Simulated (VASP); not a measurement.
# CdSn2O3 (P6_3/mcm) in VASP: further runs

The runs below take CdSn2O3 through single point, relaxation of cell and atoms, with PBE.

Everything below comes from runs of VASP 6.6.1. Logs are shortened: lines on timing, memory, paths and dates and some standing lists are left out, and cuts for length are marked.

### 1 The cell of the first run

It takes space group P6_3/mcm (No. 193, hexagonal). Conventional cell: a = 5.953 Å, b = 5.953 Å, c = 6.213 Å, α = 90.00°, β = 90.00°, γ = 120.00°. Cd (site symmetry -3m) has 6 O at 2.45 Å and 2 Cd at 3.11 Å within 3.2 Å. Sn (site symmetry 32) has 6 O at 2.56 Å and 5 Sn at 3.11 to 3.44 Å and 3 Cd at 3.44 Å within 3.5 Å. Within 3.3 Å of O (site symmetry m2m) lie 2 Cd at 2.45 Å and 4 Sn at 2.56 Å and 2 O at 3.27 Å.

### 2 Single point, PBE

File INCAR:

```
SYSTEM = CdSn2O3
PREC     = Accurate       ! precision mode
ENCUT    = 520            ! plane-wave cutoff, eV
EDIFF    = 1E-6           ! SCF threshold, eV
ISMEAR   = 0              ! smearing method
SIGMA    = 0.1            ! smearing width, eV
LREAL    = .FALSE.        ! projectors in reciprocal space
LASPH    = .TRUE.         ! aspherical terms in the spheres
NELM     = 100            ! most SCF steps
ALGO     = Normal         ! electronic algorithm
ISIF     = 2              ! what is computed and relaxed
LWAVE    = .FALSE.        ! write WAVECAR
LCHARG   = .FALSE.        ! write CHGCAR
GGA      = PE             ! functional
NBANDS   = 70             ! bands
```

File KPOINTS:

```
Automatic mesh
0
G
  3 3 4
  0 0 0
```

File POSCAR:

```
CdSn2O3
1.0
    5.9527663722      0.0000000000      0.0000000000
   -2.9763831861      5.1552469012      0.0000000000
    0.0000000000      0.0000000000      6.2134161117
Cd Sn O
2 4 6
Direct
    0.0000000000      0.0000000000      0.5000000000
    0.0000000000      0.0000000000      0.0000000000
    0.6666666667      0.3333333333      0.5000000000
    0.3333333333      0.6666666667      0.5000000000
    0.6666666667      0.3333333333      0.0000000000
    0.3333333333      0.6666666667      0.0000000000
    0.0000000000      0.3174452100      0.7500000000
    0.6825547900      0.6825547900      0.7500000000
    0.3174452100      0.0000000000      0.7500000000
    0.3174452100      0.3174452100      0.2500000000
    0.0000000000      0.6825547900      0.2500000000
    0.6825547900      0.0000000000      0.2500000000
```

Potentials or basis: VASP PAW PBE potentials, release 64 (Cd, Sn_d, O).

Launch:

```console
$ cat potpaw_PBE.64/Cd/POTCAR potpaw_PBE.64/Sn_d/POTCAR potpaw_PBE.64/O/POTCAR > POTCAR
$ mpirun -np 1 vasp_std > vasp.out
```

OUTCAR:

```text
SYSTEM = CdSn2O3
   PREC = Accurate
   ENCUT = 520
   EDIFF = 1E-6
   ISMEAR = 0
   LREAL = .FALSE.
   LASPH = .TRUE.
   NELM = 100
   ISIF = 2
   GGA = PE

 ion  position               nearest neighbor table
   1  0.000  0.000  0.500-   9 2.45  12 2.45   7 2.45  10 2.45  11 2.45   8 2.45   2 3.11   2 3.11
                             4 3.44   3 3.44   3 3.44   4 3.44   3 3.44   4 3.44
   2  0.000  0.000  0.000-   9 2.45  12 2.45   7 2.45  10 2.45  11 2.45   8 2.45   1 3.11   1 3.11
                             6 3.44   5 3.44   5 3.44   6 3.44   5 3.44   6 3.44
   3  0.667  0.333  0.500-   7 2.56  12 2.56   9 2.56  11 2.56  10 2.56   8 2.56   5 3.11   5 3.11
                             4 3.44   1 3.44   4 3.44   1 3.44   1 3.44   4 3.44
   4  0.333  0.667  0.500-  11 2.56   9 2.56  12 2.56   7 2.56   8 2.56  10 2.56   6 3.11   6 3.11
                             1 3.44   3 3.44   3 3.44   1 3.44   1 3.44   3 3.44
   5  0.667  0.333  0.000-   7 2.56  12 2.56   9 2.56  11 2.56  10 2.56   8 2.56   3 3.11   3 3.11
                             6 3.44   2 3.44   6 3.44   2 3.44   2 3.44   6 3.44
   6  0.333  0.667  0.000-  11 2.56   9 2.56  12 2.56   7 2.56   8 2.56  10 2.56   4 3.11   4 3.11
                             2 3.44   5 3.44   5 3.44   2 3.44   2 3.44   5 3.44
   7  0.000  0.317  0.750-   1 2.45   2 2.45   3 2.56   5 2.56   4 2.56   6 2.56
   8  0.683  0.683  0.750-   1 2.45   2 2.45   4 2.56   6 2.56   5 2.56   3 2.56
   9  0.317  0.000  0.750-   1 2.45   2 2.45   4 2.56   6 2.56   5 2.56   3 2.56
  10  0.317  0.317  0.250-   1 2.45   2 2.45   3 2.56   5 2.56   4 2.56   6 2.56
  11  0.000  0.683  0.250-   1 2.45   2 2.45   4 2.56   6 2.56   5 2.56   3 2.56
  12  0.683  0.000  0.250-   1 2.45   2 2.45   3 2.56   5 2.56   4 2.56   6 2.56

  LATTYP: Found a hexagonal cell.
 ALAT       =     5.9527663722
 C/A-ratio  =     1.0437863210

  Lattice vectors:

 A1 = (   5.9527663722,   0.0000000000,   0.0000000000)
 A2 = (  -2.9763831861,   5.1552469012,   0.0000000000)
 A3 = (   0.0000000000,   0.0000000000,   6.2134161117)

Analysis of symmetry for initial positions (statically):
=====================================================================
 Subroutine PRICEL returns:
 Original cell was already a primitive cell.

 Routine SETGRP: Setting up the symmetry group for a
 hexagonal supercell.

 Subroutine GETGRP returns: Found 24 space group operations
 (whereof 12 operations were pure point group operations)
 out of a pool of 24 trial point group operations.

The static configuration has the point symmetry D_3d.
 The point group associated with its full space group is D_6h.

Analysis of symmetry for dynamics (positions and initial velocities):
=====================================================================
 Subroutine PRICEL returns:
 Original cell was already a primitive cell.

 Routine SETGRP: Setting up the symmetry group for a
 hexagonal supercell.

 Subroutine GETGRP returns: Found 24 space group operations
 (whereof 12 operations were pure point group operations)
 out of a pool of 24 trial point group operations.

The dynamic configuration has the point symmetry D_3d.
 The point group associated with its full space group is D_6h.

 Subroutine INISYM returns: Found 24 space group operations
 (whereof 12 operations are pure point group operations),
 and found     1 'primitive' translations

----------------------------------------------------------------------------------------

                                     Primitive cell

  volume of cell :     190.6772

  direct lattice vectors                    reciprocal lattice vectors
     5.952766372  0.000000000  0.000000000     0.167989123  0.096988565  0.000000000
    -2.976383186  5.155246901  0.000000000     0.000000000  0.193977130  0.000000000
     0.000000000  0.000000000  6.213416112     0.000000000  0.000000000  0.160942062

  length of vectors
     5.952766372  5.952766372  6.213416112     0.193977130  0.193977130  0.160942062

  position of ions in fractional coordinates (direct lattice)
     0.000000000  0.000000000  0.500000000
     0.000000000  0.000000000  0.000000000
     0.666666667  0.333333333  0.500000000
     0.333333333  0.666666667  0.500000000
     0.666666667  0.333333333  0.000000000
     0.333333333  0.666666667  0.000000000
     0.000000000  0.317445210  0.750000000
     0.682554790  0.682554790  0.750000000
     0.317445210  0.000000000  0.750000000
     0.317445210  0.317445210  0.250000000
     0.000000000  0.682554790  0.250000000
     0.682554790  0.000000000  0.250000000

  ion indices of the primitive-cell ions
   primitive index   ion index
                 1           1
                 2           2
                 3           3
                 4           4
                 5           5
                 6           6
                 7           7
                 8           8
                 9           9
                10          10
                11          11
                12          12

----------------------------------------------------------------------------------------

 KPOINTS: Automatic mesh

Automatic generation of k-mesh.
 Grid dimensions read from file:
 generate k-points for:    3    3    4

 Generating k-lattice:

  Cartesian coordinates                     Fractional coordinates (reciprocal lattice)
     0.055996374  0.032329522  0.000000000     0.333333333  0.000000000  0.000000000
     0.000000000  0.064659043  0.000000000     0.000000000  0.333333333  0.000000000
     0.000000000  0.000000000  0.040235515     0.000000000  0.000000000  0.250000000

  Length of vectors
     0.064659043  0.064659043  0.040235515

  Shift w.r.t. Gamma in fractional coordinates (k-lattice)
     0.000000000  0.000000000  0.000000000

 Subroutine IBZKPT returns following result:
 ===========================================

 Found      9 irreducible k-points:

 Following reciprocal coordinates:
            Coordinates               Weight
  0.000000  0.000000  0.000000      1.000000
  0.333333 -0.000000  0.000000      6.000000
  0.333333  0.333333  0.000000      2.000000
  0.000000  0.000000  0.250000      2.000000
  0.333333 -0.000000  0.250000     12.000000
  0.333333  0.333333  0.250000      4.000000
  0.000000  0.000000  0.500000      1.000000
  0.333333 -0.000000  0.500000      6.000000
  0.333333  0.333333  0.500000      2.000000
   k-points           NKPTS =      9   k-points in BZ     NKDIM =      9   number of bands    NBANDS=     70
   number of dos      NEDOS =    301   number of ions     NIONS =     12
   total plane-waves  NPLWV = 110592
   dimension x,y,z NGX =    48 NGY =   48 NGZ =   48
   dimension x,y,z NGXF=    96 NGYF=   96 NGZF=   96
   ions per type =               2   4   6
   NGX,Y,Z   is equivalent  to a cutoff of  13.41, 13.41, 12.84 a.u.
   NGXF,Y,Z  is equivalent  to a cutoff of  26.81, 26.81, 25.69 a.u.
 SYSTEM =  CdSn2O3
   PREC   = accura    normal or accurate (medium, high low for compatibility)
   ISTART =      0    job   : 0-new  1-cont  2-samecut
   ICHARG =      2    charge: 1-file 2-atom 10-const
   ISPIN  =      1    spin polarized calculation?
   LNONCOLLINEAR =      F non collinear calculations
   LSORBIT =      F    spin-orbit coupling
   LASPH  =      T    aspherical Exc in radial PAW
   ENCUT  =  520.0 eV  38.22 Ry    6.18 a.u.  11.07 11.07 11.55*2*pi/ulx,y,z
   NELM   =    100;   NELMIN=  2; NELMDL= -5     # of ELM steps
   EDIFF  = 0.1E-05   stopping-criterion for ELM
   LREAL  =      F    real-space projection
   EDIFFG = 0.1E-04   stopping-criterion for IOM
   NSW    =      0    number of steps for IOM
   IBRION =     -1    ionic relax: 0-MD 1-quasi-New 2-CG
   NFREE  =      0    steps in history (QN), initial steepest desc. (CG)
   ISIF   =      2    stress and relaxation
   ISYM   =      2    0-nonsym 1-usesym 2-fastsym
   POTIM  = 0.5000    time-step for ionic-motion
   TEBEG  =    0.0;   TEEND  =   0.0 temperature during run
   PSTRESS=    0.0 pullay stress
   NELECT =     116.0000    total number of electrons
   NUPDOWN=      -1.0000    fix difference up-down
   EMIN   =  10.00;   EMAX   =-10.00  energy-range for DOS
   EFERMI =   0.00;   METHOD = LEGACY
   ISMEAR =     0;   SIGMA  =   0.10  broadening in eV -4-tet -1-fermi 0-gaus
   EFERMI_NEDOS =   21; number of points for ismear=-14 and -15
   IALGO  =     38    algorithm
   IMIX   =      4    mixing-type and parameters
     AMIX     =   0.40;   BMIX     =  1.00
     AMIX_MAG =   1.60;   BMIX_MAG =  1.00
  volume/ion in A,a.u.               =      15.89       107.23
  Fermi-wavevector in a.u.,A,eV,Ry     =   1.387164  2.621360 26.180669  1.924225
  Thomas-Fermi vector in A             =   2.511411
   LORBIT       =      0    0 simple, 1 ext, 2 COOP (PROOUT), +10 PAW based schemes
   GGA     = PE    functional components
   LHFCALC =     F    Hartree Fock is set to
   AEXX    =    0.0000 exact exchange contribution
   IVDW    =     0    specifies the selected vdW correction
   LEPSILON=     F    determine dielectric tensor
   LRPA    =     F    only Hartree local field effects (RPA)
 non-spin polarized calculation
 Gauss-broadening in eV      SIGMA  =   0.10
  energy-cutoff  :      520.00
  volume of cell :      190.68
 maximum number of plane-waves:      5148
 NGX is ok and might be reduce to    48
   NGX = 23   NGY = 23   NGZ = 23

 number of electron     116.0000017 magnetization

 Free energy of the ion-electron system (eV)
  ---------------------------------------------------
  ext. energy  EPLUGINS =         0.00000000
  ---------------------------------------------------
  free energy    TOTEN  =       -55.88079336 eV

  energy without entropy =      -55.87550243  energy(sigma->0) =      -55.87814790

 E-fermi :   5.9580     XC(G=0): -10.8277

 val. band max:        5.7733144989   @ k =   0.3333   0.3333   0.0000
 cond. band min:       6.0051312754   @ k =   0.3333   0.3333   0.2500
 fundamental gap:      0.2318167765
 Fermi energy:         5.9580445621

 k-point     1 :       0.0000    0.0000    0.0000
  band No.  band energies     occupation
      1     -15.7060      2.00000
      2     -15.6631      2.00000
      3     -15.6261      2.00000
      4     -15.6261      2.00000
      5     -15.5514      2.00000
      6     -15.5514      2.00000
[... 62 lines left out ...]
     69      10.5900      0.00000
     70      10.5900      0.00000

 k-point     2 :       0.3333   -0.0000    0.0000
  band No.  band energies     occupation
      1     -15.6985      2.00000
      2     -15.6748      2.00000
      3     -15.6468      2.00000
      4     -15.6291      2.00000
      5     -15.5564      2.00000
      6     -15.5448      2.00000
[... 62 lines left out ...]
     69      11.0023      0.00000
     70      11.0233      0.00000

 k-point     3 :       0.3333    0.3333    0.0000
  band No.  band energies     occupation
      1     -15.6872      2.00000
      2     -15.6872      2.00000
      3     -15.6683      2.00000
      4     -15.5908      2.00000
      5     -15.5908      2.00000
      6     -15.5601      2.00000
[... 427 lines left out ...]
     69      10.9369      0.00000
     70      10.9376      0.00000

 k-point     9 :       0.3333    0.3333    0.5000
  band No.  band energies     occupation
      1     -15.5802      2.00000
      2     -15.5802      2.00000
      3     -15.5513      2.00000
      4     -15.5513      2.00000
      5     -15.5513      2.00000
      6     -15.5513      2.00000
[... 62 lines left out ...]
     69      10.2102      0.00000
     70      10.2102      0.00000

------------------------ aborting loop because EDIFF is reached ----------------------------------------

  FORCE on cell =-STRESS in cart. coord.  units (eV):
  Direction    XX          YY          ZZ          XY          YZ          ZX
  --------------------------------------------------------------------------------------
  -------------------------------------------------------------------------------------
  Total        0.2588888      0.2588888      0.3341135      0.0000000      0.0000000      0.0000000
  in kB        2.1753299      2.1753299      2.8074101      0.0000000      0.0000000      0.0000000
  external PRESSURE =       2.3860233 kB  Pullay stress =       0.0000000 kB

 VOLUME and BASIS-vectors are now :
 -----------------------------------------------------------------------------
  energy-cutoff  :      520.00
  volume of cell :      190.68
      direct lattice vectors                 reciprocal lattice vectors
     5.952766372  0.000000000  0.000000000     0.167989123  0.096988565  0.000000000
    -2.976383186  5.155246901  0.000000000     0.000000000  0.193977130  0.000000000
     0.000000000  0.000000000  6.213416112     0.000000000  0.000000000  0.160942062

 POSITION                                       TOTAL-FORCE (eV/Angst)
 -----------------------------------------------------------------------------------
      0.00000      0.00000      3.10671         0.000000      0.000000     -0.000000
      0.00000      0.00000      0.00000         0.000000      0.000000     -0.000000
      2.97638      1.71842      3.10671         0.000000      0.000000     -0.000000
     -0.00000      3.43683      3.10671         0.000000      0.000000     -0.000000
      2.97638      1.71842      0.00000         0.000000      0.000000     -0.000000
     -0.00000      3.43683      0.00000         0.000000      0.000000     -0.000000
     -0.94484      1.63651      4.66006        -0.018596      0.032209     -0.000000
      2.03154      3.51874      4.66006        -0.018596     -0.032209      0.000000
      1.88968      0.00000      4.66006         0.037192      0.000000     -0.000000
      0.94484      1.63651      1.55335         0.018596      0.032209      0.000000
     -2.03154      3.51874      1.55335         0.018596     -0.032209     -0.000000
      4.06309      0.00000      1.55335        -0.037192      0.000000      0.000000
 -----------------------------------------------------------------------------------
    total drift:                               -0.000000      0.000000      0.000000

  FREE ENERGIE OF THE ION-ELECTRON SYSTEM (eV)
  ---------------------------------------------------
  free  energy   TOTEN  =       -55.8807933552 eV

  energy  without entropy=      -55.8755024349  energy(sigma->0) =      -55.87814790
```

Run time: 98 s. Hardware: 1 thread of AMD EPYC 9R45 (Zen 5), shared host; peak memory 0.34 GiB.

What came out:

```
Free energy            : -55.8808 eV
Pressure               : 0.2 GPa
Largest force          : 0.037 eV/Å
Band gap on the k mesh : zero (bands 58 and 59 overlap by 0.45 eV)
```

Forces in eV/Å, atoms in the order of the input:
```
Cd   0.000  0.000  0.000
Cd   0.000  0.000  0.000
Sn   0.000  0.000  0.000
Sn   0.000  0.000  0.000
Sn   0.000  0.000  0.000
Sn   0.000  0.000  0.000
O   -0.019  0.032  0.000
O   -0.019 -0.032  0.000
O    0.037  0.000  0.000
O    0.019  0.032  0.000
O    0.019 -0.032  0.000
O   -0.037  0.000  0.000
```

Caveat: the k points lie up to 0.41 Å⁻¹ apart; semilocal functionals underestimate gaps, and a narrow one can read as zero; spin-orbit coupling is left out, which moves the levels of the heavy elements.

### 3 Relaxation of cell and atoms, PBE

This run uses another cell than the first one, of 14.65 Å³/atom.

File INCAR:

```
  PREC = Accurate
  ENCUT = 600
  EDIFF = 1E-6
  ISMEAR = 0
  SIGMA = 0.1
  LREAL = F
  LASPH = T
  NELM = 100
  ALGO = Normal
  ISIF = 3
  LWAVE = F
  LCHARG = F
  GGA = PE
  IBRION = 2
  NSW = 90
  EDIFFG = -0.04
```

File KPOINTS:

```
Automatic mesh
0
Gamma
  3 3 4
```

File POSCAR:

```
CdSn2O3
1.0
    6.0989334800      0.0000000000      0.0000000000
   -3.0494667400      5.2818313300      0.0000000000
    0.0000000000      0.0000000000      5.4578923700
Cd Sn O
2 4 6
Direct
    0.0000000000      0.0000000000      0.5000000000
    0.0000000000      0.0000000000      0.0000000000
    0.6666666700      0.3333333300      0.5000000000
    0.3333333300      0.6666666700      0.5000000000
    0.6666666700      0.3333333300      0.0000000000
    0.3333333300      0.6666666700      0.0000000000
    0.0000000000      0.3333333300      0.7500000000
    0.6666666700      0.6666666700      0.7500000000
    0.3333333300      0.0000000000      0.7500000000
    0.3333333300      0.3333333300      0.2500000000
    0.0000000000      0.6666666700      0.2500000000
    0.6666666700      0.0000000000      0.2500000000
```

Potentials or basis: VASP PAW PBE potentials, release 64 (Cd, Sn_d, O).

Launch:

```console
$ cat potpaw_PBE.64/Cd/POTCAR potpaw_PBE.64/Sn_d/POTCAR potpaw_PBE.64/O/POTCAR > POTCAR
$ mpirun -np 1 vasp_std > vasp.out
```

Wall time 10 min (1 thread of AMD EPYC 9R45 (Zen 5), shared host); peak memory 0.39 GiB.

It converged, with:

```yaml
Free_energy: -55.8702 eV
Relaxed_volume: 15.89 Å³/atom
Relaxed_cell: a = 5.953 Å, b = 5.953 Å, c = 6.215 Å, α = 90.00°, β = 90.00°, γ = 120.00°
Space_group_after_relaxing_to_0.1_Å: P6_3/mcm (No. 193)
Energy_gained_by_relaxing: 152.9 meV/atom
Ionic_steps: 9
Pressure_after_relaxing: 0.2 GPa
Largest_force_after_relaxing: 0.039 eV/Å
Band_gap_on_the_k_mesh: zero (bands 58 and 59 overlap by 0.47 eV)
```

Forces in eV/Å, atoms in the order of the input:
```
Cd   0.000  0.000  0.000
Cd   0.000  0.000  0.000
Sn   0.000  0.000  0.000
Sn   0.000  0.000  0.000
Sn   0.000  0.000  0.000
Sn   0.000  0.000  0.000
O    0.020 -0.034  0.000
O    0.020  0.034  0.000
O   -0.039  0.000  0.000
O   -0.020 -0.034  0.000
O   -0.020  0.034  0.000
O    0.039  0.000  0.000
```

The path:
```tsv
step	energy change (eV)	largest force (eV/Å)	pressure (GPa)	volume (Å³)
1	0.0000	0.6159	13.07	175.82
2	-1.2687	0.3371	-5.63	207.62
3	-1.3538	0.4226	-2.69	200.49
4	-1.6881	0.2977	-1.73	196.49
5	-1.8259	0.1138	-0.50	191.83
6	-1.8261	0.1068	-0.46	191.64
7	-1.8310	0.0796	0.41	190.16
8	-1.8310	0.0817	0.34	190.27
9	-1.8343	0.0391	0.15	190.73
```

Final structure:
```
CELL_PARAMETERS angstrom
5.95286 0.00000 0.00000
-2.97643 5.15533 0.00000
0.00000 0.00000 6.21481
ATOMIC_POSITIONS crystal
Cd 0.00000 0.00000 0.50000
Cd 0.00000 0.00000 0.00000
Sn 0.66667 0.33333 0.50000
Sn 0.33333 0.66667 0.50000
Sn 0.66667 0.33333 0.00000
Sn 0.33333 0.66667 0.00000
O 0.00000 0.31944 0.75000
O 0.68056 0.68056 0.75000
O 0.31944 0.00000 0.75000
O 0.31944 0.31944 0.25000
O 0.00000 0.68056 0.25000
O 0.68056 0.00000 0.25000
```

Levels at points of the mesh, in eV from the Fermi level:
| k point | band 54 | band 55 | band 56 | band 57 | band 58 | band 59 | band 60 | band 61 | band 62 | band 63 |
| --- | --- | --- | --- | --- | --- | --- | --- | --- | --- | --- |
| (0.00, 0.00, 0.00) | -2.57 | -2.17 | -2.17 | -0.69 | 0.21 | 0.53 | 2.63 | 2.63 | 3.12 | 3.12 |
| (0.00, 0.00, 0.50) | -2.27 | -1.45 | -1.45 | -0.56 | -0.56 | 1.72 | 1.72 | 1.72 | 1.72 | 2.32 |

Caveat: the k points lie up to 0.41 Å⁻¹ apart in the final cell; semilocal functionals underestimate gaps, and a narrow one can read as zero; spin-orbit coupling is left out, which moves the levels of the heavy elements.

The gap in the log of VASP goes by the Fermi energy; the results here count the filled bands.